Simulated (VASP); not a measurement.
Set up this calculation in VASP 6.6.1, as the native input.

```yaml
Task: single point
Functional: r2SCAN
Potentials_or_basis: VASP PAW PBE potentials, release 64 (Li_sv)
Cutoff: 830 eV
k_mesh: 18 × 18 × 18
Occupations: gaussian, width 0.15 eV
Spin: no spin polarisation
Dipole_correction: no
Further_INCAR_settings: ALGO = Normal; EDIFF = 1e-06; NBANDS = 8
```

Crystal: Li.

```
Li
1.0
     0.00000    2.16897    2.16897
     2.16897    0.00000    2.16897
     2.16897    2.16897    0.00000
Li
1
Cartesian
  0.0000 0.0000 0.0000
```

This cell differs from its parent crystal: strain -0.015 along x and y, -0.015 along z.

These files were run (other wordings do the same):

POSCAR

```
Li
1.0
    0.0000000000      2.1689700000      2.1689700000
    2.1689700000      0.0000000000      2.1689700000
    2.1689700000      2.1689700000      0.0000000000
Li
1
Direct
    0.0000000000      0.0000000000      0.0000000000
```

INCAR.step1

```
  PREC = Accurate
  ENCUT = 830
  ISMEAR = 0
  SIGMA = 0.15
  LREAL = False
  LASPH = True
  NELM = 120
  NBANDS = 8
  GGA = PE
  ALGO = Normal
  EDIFF = 1E-5
  LWAVE = True
  LCHARG = False
  GGA_COMPAT = False
```

INCAR.step2

```
  PREC = Accurate
  ENCUT = 830
  EDIFF = 1E-6
  ISMEAR = 0
  SIGMA = 0.15
  LREAL = False
  LASPH = True
  NELM = 120
  ALGO = Normal
  ISIF = 2
  LWAVE = False
  LCHARG = False
  METAGGA = R2SCAN
  LMIXTAU = True
  NBANDS = 8
  ISTART = 1
  GGA_COMPAT = False
```

KPOINTS

```
Automatic mesh
0
Gamma
  18 18 18
```

Potentials or basis: VASP PAW PBE potentials, release 64 (Li_sv).

Launch:

```sh
$ cat potpaw_PBE.64/Li_sv/POTCAR > POTCAR
$ cp INCAR.step1 INCAR
$ mpirun -np 1 vasp_std > vasp.out
$ cp INCAR.step2 INCAR
$ mpirun -np 1 vasp_std > vasp.out
```

It gave:

```
Pressure               : 0.0 GPa
Band gap on the k mesh : zero (an odd number of electrons rules out a gap without spin polarisation)
```

Caveat: the cell differs from its parent crystal (strain -0.015 along x and y, -0.015 along z); the PAW data sets were made with another functional, which shifts forces and pressure a little.

Run time: 7.9 min on 1 thread of AMD EPYC 7R13, on a shared host, peak memory 0.17 GiB.
